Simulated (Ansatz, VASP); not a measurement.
SnO2 in VASP and in Ansatz

Contents of INCAR:

```
ALGO = Normal
EDIFF = 1E-7
ENCUT = 520
GGA = PE
ISIF = 2
ISMEAR = 0
LASPH = T
LCHARG = F
LREAL = F
LWAVE = F
NBANDS = 35
NELM = 80
PREC = Accurate
SIGMA = 0.05
```

The input KPOINTS:

```
k-points
0
Gamma
  6 6 8
```

POSCAR

```
SnO2
1.0
    4.8277932898      0.0000000000      0.0000000000
    0.0000000000      4.8278069739      0.0000000000
    0.0000000000      0.0000000000      3.2379014683
Sn O
2 4
Direct
    0.4960558874      0.4949176847      0.5000000000
    0.0039507310     -0.0050874579      0.0000000000
    0.2908164149      0.3255050921      0.0000000000
    0.8223039140      0.2122239463      0.5000000000
    0.2091590312      0.8254846157      0.5000000000
    0.6776715321      0.7122444227      0.0000000000
```

Input for Ansatz:

```yaml
crystal:
  lattice:
    - [4.8277932898, 0.0, 0.0]
    - [0.0, 4.8278069739, 0.0]
    - [0.0, 0.0, 3.2379014683]
  atoms:
    - { symbol: Sn, position: [0.4960558874, 0.4949176847, 0.5] }
    - { symbol: Sn, position: [0.003950731, -0.0050874579, 0.0] }
    - { symbol: O, position: [0.2908164149, 0.3255050921, 0.0] }
    - { symbol: O, position: [0.822303914, 0.2122239463, 0.5] }
    - { symbol: O, position: [0.2091590312, 0.8254846157, 0.5] }
    - { symbol: O, position: [0.6776715321, 0.7122444227, 0.0] }
basis:
  ecutwfc: 520.0
kpoints:
  mp_grid: { grid: [6, 6, 8] }
hamiltonian:
  xc: pbe
  pseudopotentials: { kind: paw, azcp: { folder: soft_1 } }
scf:
  occupations: { method: gaussian, width: 0.05 }
output:
  forces: true
  stress: true
  eigenvalues: true
  write_density: true
  write_potential: true
  elf: true
  volumetric_format: npy
```

Change from the starting cell: mode 4 frozen in at +0.000 Å and mode 7 at -0.119 Å (largest displacements).

Alike in both runs: task single point; functional PBE; k mesh 6 × 6 × 8; occupations gaussian, width 0.05 eV; no spin polarisation.

|  | VASP | Ansatz |
| --- | --- | --- |
| version | VASP 6.6.1 | Ansatz 0.2.0 |
| potentials or method | VASP PAW PBE potentials, release 64 (Sn_d, O), cutoff 520 eV | scalar-relativistic, plane waves, PAW |
| valence electrons in the cell | 52 | 52 |

|  | VASP | Ansatz | Ansatz less VASP |
| --- | --- | --- | --- |
| gap on the k mesh at the Fermi level (eV) | 0.70 | 0.71 | +0.014 |
| least direct gap on the mesh (eV) | 0.70 | 0.71 | +0.014 |
| pressure (GPa) | 0.4 | -0.2 | -0.60 |
| traceless stress, the component that is largest in VASP (GPa) | -0.73 | -0.61 | +0.115 |
| rms of the force components (eV/Å) | 0.271 | 0.270 | -0.0013 |

Atom by atom the forces differ by 0.010 eV/Å (rms over components).
